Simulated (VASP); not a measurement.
Set up this calculation in VASP 6.6.1, as the native input.

```
Task                   : single point
Functional             : PBE
Potentials or basis    : VASP PAW PBE potentials, release 64 (Cd, Sn_d, O)
Cutoff                 : 520 eV
k mesh                 : 4 × 4 × 6
Occupations            : gaussian, width 0.1 eV
Spin                   : no spin polarisation
Dipole correction      : no
Further INCAR settings : ALGO = Fast; EDIFF = 1e-06; NBANDS = 37
```

The structure of Cd2SnO3 lies in POSCAR:

```
Cd2SnO3
1.0
    2.8694566565     -5.4553331272      0.0000000000
    2.8694566565      5.4553331272      0.0000000000
    0.0000000000      0.0000000000      3.3525991577
Cd Sn O
2 1 3
Direct
    0.0000000000      0.5000000000      0.5000000000
    0.5000000000      0.0000000000      0.5000000000
    0.5000000000      0.5000000000      0.0000000000
    0.2940871710      0.7059128290      0.0000000000
    0.7059128290      0.2940871710      0.0000000000
    0.0000000000      0.0000000000      0.5000000000
```

The cell was generated, and may not be a known phase.

One way to write it, as run:

INCAR

```
SYSTEM = Cd2SnO3
ALGO     = Fast           ! electronic algorithm
EDIFF    = 1E-6           ! SCF threshold, eV
ENCUT    = 520            ! plane-wave cutoff, eV
GGA      = PE             ! functional
ISIF     = 2              ! what is computed and relaxed
ISMEAR   = 0              ! smearing method
LASPH    = .TRUE.         ! aspherical terms in the spheres
LCHARG   = .FALSE.        ! write CHGCAR
LREAL    = .FALSE.        ! projectors in reciprocal space
LWAVE    = .FALSE.        ! write WAVECAR
NBANDS   = 37             ! bands
NELM     = 60             ! most SCF steps
PREC     = Accurate       ! precision mode
SIGMA    = 0.1            ! smearing width, eV
```

KPOINTS

```
k-points
0
G
  4 4 6
  0 0 0
```

Potentials or basis: VASP PAW PBE potentials, release 64 (Cd, Sn_d, O).

Launch:

```sh
$ cat potpaw_PBE.64/Cd/POTCAR potpaw_PBE.64/Sn_d/POTCAR potpaw_PBE.64/O/POTCAR > POTCAR
$ mpirun -np 1 vasp_std > vasp.out
```

Results of the run:

| Item | Value |
| --- | --- |
| Pressure | 0.8 GPa |
| Largest force | 0.083 eV/Å |
| Band gap on the k mesh | zero (bands 28 and 29 overlap by 0.35 eV) |

Caveat: semilocal functionals underestimate gaps, and a narrow one can read as zero; spin-orbit coupling is left out, which moves the levels of the heavy elements.

Run time: 4.4 min on 1 thread of Oxide Virtual Turin-like Processor, with other jobs on the host, peak memory 0.26 GiB.
